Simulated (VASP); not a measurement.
# PbSe (P1) in VASP: a series of runs

PbSe is run at these levels: PBE; tasks: single point, relaxation of cell and atoms.

Everything below comes from runs of VASP 6.6.1. Logs are shortened: lines on timing, memory, paths and dates and some standing lists are left out, and cuts for length are marked.

**1. The cell of the first run**

The typed cell holds 2 atoms: a = 4.181 Å, b = 4.214 Å, c = 4.218 Å, α = 66.56°, β = 78.69°, γ = 86.53°.

**2. Single point, PBE**

The input, INCAR:

```
PREC     = Accurate       # precision mode
ENCUT    = 520            # plane-wave cutoff, eV
EDIFF    = 1E-6           # SCF threshold, eV
ISMEAR   = 0              # smearing method
SIGMA    = 0.1            # smearing width, eV
LREAL    = F              # projectors in reciprocal space
LASPH    = T              # aspherical terms in the spheres
NELM     = 60             # most SCF steps
ALGO     = Normal         # electronic algorithm
ISIF     = 2              # what is computed and relaxed
LWAVE    = F              # write WAVECAR
LCHARG   = F              # write CHGCAR
GGA      = PE             # functional
NBANDS   = 17             # bands
```

The input, KPOINTS:

```
regular mesh
0
Gamma
  4 4 4
```

The input, POSCAR:

```
PbSe
1.0
    4.1805736826      0.0000000000      0.0000000000
    0.2548532587      4.2059181244      0.0000000000
    0.8274232770      1.6311692017      3.8012302324
Pb Se
1 1
Direct
    0.3108415604      0.2992525964      0.2664043375
    0.9391584396      0.9507474036      0.9835956625
```

Potentials or basis: VASP PAW PBE potentials, release 64 (Pb_d, Se).

On the command line:

```
$ cat potpaw_PBE.64/Pb_d/POTCAR potpaw_PBE.64/Se/POTCAR > POTCAR
$ mpirun -np 1 vasp_std > vasp.out
```

OUTCAR:

```text
PREC = Accurate
   ENCUT = 520
   EDIFF = 1E-6
   ISMEAR = 0
   LREAL = F
   LASPH = T
   NELM = 60
   ISIF = 2
   GGA = PE

 ion  position               nearest neighbor table
   1  0.311  0.299  0.266-   2 2.90   2 2.94   2 3.00   2 3.19
   2  0.939  0.951  0.984-   1 2.90   1 2.94   1 3.00   1 3.19

  LATTYP: Found a triclinic cell.
 ALAT       =     5.3248175449
 B/A-ratio  =     1.7150739642
 C/A-ratio  =     0.7922103737
 COS(alpha) =     0.0039774467
 COS(beta)  =     0.6382128885
 COS(gamma) =     0.7000436855

  Lattice vectors:

 A1 = (   3.3531504056,  -1.6311692017,  -3.8012302324)
 A2 = (   8.1062941065,  -4.2059181244,   0.0000000000)
 A3 = (  -0.8274232770,  -1.6311692017,  -3.8012302324)

Analysis of symmetry for initial positions (statically):
=====================================================================
 Subroutine PRICEL returns:
 Original cell was already a primitive cell.

 Routine SETGRP: Setting up the symmetry group for a
 triclinic supercell.

 Subroutine GETGRP returns: Found  1 space group operations
 (whereof  1 operations were pure point group operations)
 out of a pool of  2 trial point group operations.

The static configuration has the point symmetry C_1 .

Analysis of symmetry for dynamics (positions and initial velocities):
=====================================================================
 Subroutine PRICEL returns:
 Original cell was already a primitive cell.

 Routine SETGRP: Setting up the symmetry group for a
 triclinic supercell.

 Subroutine GETGRP returns: Found  1 space group operations
 (whereof  1 operations were pure point group operations)
 out of a pool of  2 trial point group operations.

The dynamic configuration has the point symmetry C_1 .

 Subroutine INISYM returns: Found  1 space group operations
 (whereof  1 operations are pure point group operations),
 and found     1 'primitive' translations

----------------------------------------------------------------------------------------

                                     Primitive cell

  volume of cell :      66.8376

  direct lattice vectors                    reciprocal lattice vectors
     4.180573683  0.000000000  0.000000000     0.239201621 -0.014494175 -0.045847930
     0.254853259  4.205918124  0.000000000     0.000000000  0.237760216 -0.102026743
     0.827423277  1.631169202  3.801230232     0.000000000  0.000000000  0.263072726

  length of vectors
     4.180573683  4.213632335  4.218375697     0.243986740  0.258726451  0.263072726

  position of ions in fractional coordinates (direct lattice)
     0.310841560  0.299252596  0.266404337
     0.939158440  0.950747404  0.983595663

  ion indices of the primitive-cell ions
   primitive index   ion index
                 1           1
                 2           2

----------------------------------------------------------------------------------------

 KPOINTS: regular mesh

Automatic generation of k-mesh.
 Grid dimensions read from file:
 generate k-points for:    4    4    4

 Generating k-lattice:

  Cartesian coordinates                     Fractional coordinates (reciprocal lattice)
     0.059800405 -0.003623544 -0.011461982     0.250000000  0.000000000 -0.000000000
     0.000000000  0.059440054 -0.025506686     0.000000000  0.250000000  0.000000000
     0.000000000  0.000000000  0.065768182     0.000000000  0.000000000  0.250000000

  Length of vectors
     0.060996685  0.064681613  0.065768182

  Shift w.r.t. Gamma in fractional coordinates (k-lattice)
     0.000000000  0.000000000  0.000000000

 Subroutine IBZKPT returns following result:
 ===========================================

 Found     36 irreducible k-points:

 Following reciprocal coordinates:
            Coordinates               Weight
  0.000000  0.000000  0.000000      1.000000
  0.250000  0.000000  0.000000      2.000000
  0.500000  0.000000  0.000000      1.000000
  0.000000  0.250000  0.000000      2.000000
  0.250000  0.250000  0.000000      2.000000
  0.500000  0.250000  0.000000      2.000000
[... 16 lines left out ...]
  0.000000 -0.250000  0.250000      2.000000
  0.250000 -0.250000  0.250000      2.000000
 [... further k-points ...]
   k-points           NKPTS =     36   k-points in BZ     NKDIM =     36   number of bands    NBANDS=     17
   number of dos      NEDOS =    301   number of ions     NIONS =      2
   total plane-waves  NPLWV =  32768
   dimension x,y,z NGX =    32 NGY =   32 NGZ =   32
   dimension x,y,z NGXF=    64 NGYF=   64 NGZF=   64
   ions per type =               1   1
   NGX,Y,Z   is equivalent  to a cutoff of  12.73, 12.63, 12.61 a.u.
   NGXF,Y,Z  is equivalent  to a cutoff of  25.45, 25.25, 25.22 a.u.
 SYSTEM =  unknown system
   PREC   = accura    normal or accurate (medium, high low for compatibility)
   ISTART =      0    job   : 0-new  1-cont  2-samecut
   ICHARG =      2    charge: 1-file 2-atom 10-const
   ISPIN  =      1    spin polarized calculation?
   LNONCOLLINEAR =      F non collinear calculations
   LSORBIT =      F    spin-orbit coupling
   LASPH  =      T    aspherical Exc in radial PAW
   ENCUT  =  520.0 eV  38.22 Ry    6.18 a.u.   7.77  7.83  7.84*2*pi/ulx,y,z
   NELM   =     60;   NELMIN=  2; NELMDL= -5     # of ELM steps
   EDIFF  = 0.1E-05   stopping-criterion for ELM
   LREAL  =      F    real-space projection
   EDIFFG = 0.1E-04   stopping-criterion for IOM
   NSW    =      0    number of steps for IOM
   IBRION =     -1    ionic relax: 0-MD 1-quasi-New 2-CG
   NFREE  =      0    steps in history (QN), initial steepest desc. (CG)
   ISIF   =      2    stress and relaxation
   ISYM   =      2    0-nonsym 1-usesym 2-fastsym
   POTIM  = 0.5000    time-step for ionic-motion
   TEBEG  =    0.0;   TEEND  =   0.0 temperature during run
   PSTRESS=    0.0 pullay stress
   NELECT =      20.0000    total number of electrons
   NUPDOWN=      -1.0000    fix difference up-down
   EMIN   =  10.00;   EMAX   =-10.00  energy-range for DOS
   EFERMI =   0.00;   METHOD = LEGACY
   ISMEAR =     0;   SIGMA  =   0.10  broadening in eV -4-tet -1-fermi 0-gaus
   EFERMI_NEDOS =   21; number of points for ismear=-14 and -15
   IALGO  =     38    algorithm
   IMIX   =      4    mixing-type and parameters
     AMIX     =   0.40;   BMIX     =  1.00
     AMIX_MAG =   1.60;   BMIX_MAG =  1.00
  volume/ion in A,a.u.               =      33.42       225.52
  Fermi-wavevector in a.u.,A,eV,Ry     =   1.094993  2.069236 16.313507  1.199009
  Thomas-Fermi vector in A             =   2.231308
   LORBIT       =      0    0 simple, 1 ext, 2 COOP (PROOUT), +10 PAW based schemes
   GGA     = PE    functional components
   LHFCALC =     F    Hartree Fock is set to
   AEXX    =    0.0000 exact exchange contribution
   IVDW    =     0    specifies the selected vdW correction
   LEPSILON=     F    determine dielectric tensor
   LRPA    =     F    only Hartree local field effects (RPA)
 non-spin polarized calculation
 Gauss-broadening in eV      SIGMA  =   0.10
  energy-cutoff  :      520.00
  volume of cell :       66.84
 maximum number of plane-waves:      1814
   NGX = 15   NGY = 15   NGZ = 15

 number of electron      20.0000001 magnetization

 Free energy of the ion-electron system (eV)
  ---------------------------------------------------
  ext. energy  EPLUGINS =         0.00000000
  ---------------------------------------------------
  free energy    TOTEN  =        -8.00494675 eV

  energy without entropy =       -8.00494675  energy(sigma->0) =       -8.00494675

 E-fermi :   3.7580     XC(G=0):  -8.7331

 val. band max:        3.2612539507   @ k =   0.0000   0.5000   0.2500
 cond. band min:       4.7479699807   @ k =   0.5000   0.2500   0.5000
 fundamental gap:      1.4867160299
 Fermi energy:         3.7579762901

 k-point     1 :       0.0000    0.0000    0.0000
  band No.  band energies     occupation
      1     -13.1914      2.00000
      2     -13.1722      2.00000
      3     -13.1610      2.00000
      4     -13.1368      2.00000
      5     -13.1215      2.00000
      6      -9.4266      2.00000
[... 9 lines left out ...]
     16      12.7136      0.00000
     17      13.2123      0.00000

 k-point     2 :       0.2500    0.0000    0.0000
  band No.  band energies     occupation
      1     -13.1887      2.00000
      2     -13.1626      2.00000
      3     -13.1548      2.00000
      4     -13.1409      2.00000
      5     -13.1286      2.00000
      6      -9.1664      2.00000
[... 9 lines left out ...]
     16      11.8087      0.00000
     17      12.4867      0.00000

 k-point     3 :       0.5000    0.0000    0.0000
  band No.  band energies     occupation
      1     -13.1874      2.00000
      2     -13.1644      2.00000
      3     -13.1531      2.00000
      4     -13.1398      2.00000
      5     -13.1236      2.00000
      6      -8.8442      2.00000
[... 9 lines left out ...]
     16      12.0310      0.00000
     17      12.4946      0.00000

 k-point     4 :       0.0000    0.2500    0.0000
  band No.  band energies     occupation
      1     -13.1975      2.00000
      2     -13.1668      2.00000
      3     -13.1499      2.00000
      4     -13.1364      2.00000
      5     -13.1306      2.00000
      6      -9.0976      2.00000
[... 9 lines left out ...]
     16      12.0598      0.00000
     17      13.4093      0.00000
[... 343 lines left out ...]
      1     -13.2147      2.00000
      2     -13.1623      2.00000
      3     -13.1492      2.00000
      4     -13.1394      2.00000
      5     -13.1159      2.00000
      6      -8.3711      2.00000
[... 9 lines left out ...]
     16      13.2132      0.00000
     17      14.7589      0.00000

 k-point    23 :       0.0000   -0.2500    0.2500
  band No.  band energies     occupation
      1     -13.2059      2.00000
      2     -13.1590      2.00000
      3     -13.1493      2.00000
      4     -13.1391      2.00000
      5     -13.1298      2.00000
      6      -8.6801      2.00000
[... 9 lines left out ...]
     16      11.9828      0.00000
     17      13.5546      0.00000

 k-point    24 :       0.2500   -0.2500    0.2500
  band No.  band energies     occupation
      1     -13.2071      2.00000
      2     -13.1588      2.00000
      3     -13.1473      2.00000
      4     -13.1381      2.00000
      5     -13.1307      2.00000
      6      -8.5471      2.00000
[... 9 lines left out ...]
     16      13.3549      0.00000
     17      14.1088      0.00000

 [... further k-points ...]

------------------------ aborting loop because EDIFF is reached ----------------------------------------

  FORCE on cell =-STRESS in cart. coord.  units (eV):
  Direction    XX          YY          ZZ          XY          YZ          ZX
  --------------------------------------------------------------------------------------
  -------------------------------------------------------------------------------------
  Total        0.0068113     -0.0764766     -0.1063656     -0.0608229      0.1514277      0.0644646
  in kB        0.1632746     -1.8332352     -2.5497113     -1.4579983      3.6299027      1.5452942
  external PRESSURE =      -1.4065573 kB  Pullay stress =       0.0000000 kB

 VOLUME and BASIS-vectors are now :
 -----------------------------------------------------------------------------
  energy-cutoff  :      520.00
  volume of cell :       66.84
      direct lattice vectors                 reciprocal lattice vectors
     4.180573683  0.000000000  0.000000000     0.239201621 -0.014494175 -0.045847930
     0.254853259  4.205918124  0.000000000     0.000000000  0.237760216 -0.102026743
     0.827423277  1.631169202  3.801230232     0.000000000  0.000000000  0.263072726

 POSITION                                       TOTAL-FORCE (eV/Angst)
 -----------------------------------------------------------------------------------
      1.59619      1.69318      1.01266        -0.010296      0.006550     -0.038920
      4.98237      5.60318      3.73887         0.010296     -0.006550      0.038920
 -----------------------------------------------------------------------------------
    total drift:                                0.000244      0.000081     -0.000130

  FREE ENERGIE OF THE ION-ELECTRON SYSTEM (eV)
  ---------------------------------------------------
  free  energy   TOTEN  =        -8.0049467452 eV

  energy  without entropy=       -8.0049467452  energy(sigma->0) =       -8.00494675
```

It took 28 s on 1 thread of Intel Xeon Platinum 8259CL at 2.50GHz (Skylake/Cascade Lake), shared host; peak memory 0.2 GiB.

What came out:

| Quantity | Value |
| --- | --- |
| Free energy | -8.0049 eV |
| Pressure | -0.1 GPa |
| Largest force | 0.041 eV/Å |
| Band gap on the k mesh | 1.49 eV (least direct gap 2.02 eV) |

Forces in eV/Å, atoms in the order of the input:
```
Pb  -0.010  0.007 -0.039
Se   0.010 -0.007  0.039
```

Levels at points of the mesh, in eV from the valence-band top:
| k point | band 8 | band 9 | band 10 | band 11 | band 12 | band 13 |
| --- | --- | --- | --- | --- | --- | --- |
| (0.00, 0.00, 0.00) | -1.49 | -1.26 | -0.85 | 2.90 | 3.35 | 4.37 |
| (0.50, 0.00, 0.00) | -1.15 | -0.69 | -0.32 | 1.78 | 3.46 | 4.12 |
| (0.00, 0.50, 0.00) | -1.77 | -1.31 | -0.57 | 2.10 | 3.37 | 4.58 |
| (0.50, 0.50, 0.00) | -3.63 | -2.58 | -1.18 | 2.49 | 3.72 | 4.81 |
| (0.00, 0.00, 0.50) | -1.90 | -1.84 | -1.31 | 2.93 | 4.59 | 5.15 |
| (0.50, 0.00, 0.50) | -3.20 | -1.95 | -0.97 | 2.05 | 3.13 | 3.81 |
| (0.00, 0.50, 0.50) | -2.55 | -1.67 | -0.36 | 1.95 | 3.10 | 4.49 |
| (0.50, 0.50, 0.50) | -3.52 | -2.73 | -1.75 | 2.16 | 2.56 | 3.91 |

Caveat: spin-orbit coupling is left out, which moves the levels of the heavy elements. A k mesh can miss the band edges.

**3. Relaxation of cell and atoms, PBE**

The input, INCAR:

```
PREC     = Accurate       # precision mode
ENCUT    = 600            # plane-wave cutoff, eV
EDIFF    = 1E-6           # SCF threshold, eV
ISMEAR   = 0              # smearing method
SIGMA    = 0.1            # smearing width, eV
LREAL    = F              # projectors in reciprocal space
LASPH    = T              # aspherical terms in the spheres
NELM     = 100            # most SCF steps
ALGO     = Normal         # electronic algorithm
ISIF     = 3              # what is computed and relaxed
LWAVE    = F              # write WAVECAR
LCHARG   = F              # write CHGCAR
GGA      = PE             # functional
IBRION   = 2              # ionic algorithm
NSW      = 90             # ionic steps
EDIFFG   = -0.04          # ionic threshold
```

The input, KPOINTS:

```
Automatic mesh
0
Gamma
  4 4 4
```

POSCAR is that of step 2.

Potentials or basis: VASP PAW PBE potentials, release 64 (Pb_d, Se).

On the command line:

```
$ cat potpaw_PBE.64/Pb_d/POTCAR potpaw_PBE.64/Se/POTCAR > POTCAR
$ mpirun -np 1 vasp_std > vasp.out
```

Run time: 15 min. Hardware: 1 thread of Intel Xeon Platinum 8259CL at 2.50GHz (Skylake/Cascade Lake), shared host; peak memory 0.25 GiB.

Results (log left out):

```yaml
Free_energy: -8.1979 eV
Relaxed_volume: 30.43 Å³/atom
Relaxed_cell: a = 4.378 Å, b = 4.376 Å, c = 4.454 Å, α = 60.19°, β = 60.33°, γ = 89.88°
Space_group_after_relaxing_to_0.1_Å: I4mm (No. 107)
Energy_gained_by_relaxing: 96.5 meV/atom
Ionic_steps: 39
Pressure_after_relaxing: 0.0 GPa
Largest_force_after_relaxing: 0.008 eV/Å
Band_gap_on_the_k_mesh: 0.90 eV (least direct gap 0.91 eV)
```

Forces on the atoms (eV/Å):
```
Pb   0.005  0.001 -0.007
Se  -0.005 -0.001  0.007
```

Stress tensor (GPa, compression positive):
```
 0.08 -0.08 -0.05
-0.08  0.08 -0.10
-0.05 -0.10 -0.08
```

Step by step:
```tsv
step	energy change (eV)	largest force (eV/Å)	pressure (GPa)	volume (Å³)
1	0.0000	0.0407	-0.11	66.84
2	-0.0018	0.0513	0.03	66.61
3	-0.0054	0.1026	0.48	65.90
4	-0.0030	0.2301	1.48	64.43
5	-0.0060	0.1459	0.80	65.40
6	-0.0067	0.1447	0.79	65.42
7	-0.0085	0.1432	0.73	65.49
8	-0.0118	0.1403	0.62	65.60
9	-0.0169	0.1385	0.42	65.80
10	-0.0201	0.1543	0.08	66.05
11	-0.0238	0.1336	-0.04	66.25
12	-0.0311	0.1052	-0.40	66.80
13	-0.0262	0.2376	-0.96	67.70
14	-0.0324	0.1183	-0.54	67.05
15	-0.0382	0.0893	-0.37	66.78
16	-0.0523	0.0635	0.18	65.92
17	-0.0581	0.2315	1.42	63.89
18	-0.0604	0.1734	0.99	64.60
19	-0.0663	0.1770	0.88	64.68
20	-0.0794	0.1977	0.55	64.84
21	-0.0731	0.2519	0.00	64.82
22	-0.0826	0.2231	0.35	64.88
23	-0.0905	0.2046	0.15	65.11
24	-0.1084	0.1724	-0.43	65.76
25	-0.1196	0.2031	-1.38	66.98
26	-0.1278	0.2220	-1.20	66.44
27	-0.1446	0.2897	-0.60	64.79
28	-0.1361	0.4109	0.95	61.37
29	-0.1482	0.3452	-0.11	63.54
30	-0.1585	0.2551	-0.08	63.15
31	-0.1671	0.1279	0.23	61.99
32	-0.1679	0.1307	0.14	62.25
33	-0.1776	0.0971	-0.03	62.13
34	-0.1876	0.0579	-0.25	61.87
35	-0.1882	0.0535	-0.30	61.78
36	-0.1905	0.0700	0.12	61.03
37	-0.1907	0.0776	0.31	60.74
38	-0.1926	0.0348	0.15	60.81
39	-0.1930	0.0084	0.03	60.87
```

Final structure:
```cif
data_structure
_symmetry_space_group_name_H-M 'P 1'
_symmetry_Int_Tables_number 1
_cell_length_a 4.3775
_cell_length_b 4.3761
_cell_length_c 4.4536
_cell_angle_alpha 60.194
_cell_angle_beta 60.335
_cell_angle_gamma 89.884
_cell_volume 60.87
loop_
_atom_site_label
_atom_site_type_symbol
_atom_site_fract_x
_atom_site_fract_y
_atom_site_fract_z
_atom_site_occupancy
Pb1 Pb 0.35357 0.35478 0.16754 1
Se1 Se 0.89643 0.89522 0.08246 1
```

Levels at points of the mesh, in eV from the valence-band top:
```tsv
k point	band 8	band 9	band 10	band 11	band 12	band 13
(0.00, 0.00, 0.00)	-1.44	-1.43	-1.37	4.56	4.63	4.66
(0.50, 0.00, 0.00)	-1.31	-1.05	-0.02	0.92	2.16	2.29
(0.00, 0.50, 0.00)	-1.32	-1.06	-0.02	0.90	2.16	2.28
(0.50, 0.50, 0.00)	-4.30	-2.74	-2.54	3.63	5.49	6.11
(0.00, 0.00, 0.50)	-3.98	-2.64	-2.62	4.23	5.70	5.75
(0.50, 0.00, 0.50)	-1.29	-1.04	0.00	0.93	2.18	2.31
(0.00, 0.50, 0.50)	-1.29	-1.04	-0.01	0.95	2.17	2.32
(0.50, 0.50, 0.50)	-4.29	-2.74	-2.53	3.64	5.47	6.09
```

Caveat: spin-orbit coupling is left out, which moves the levels of the heavy elements.
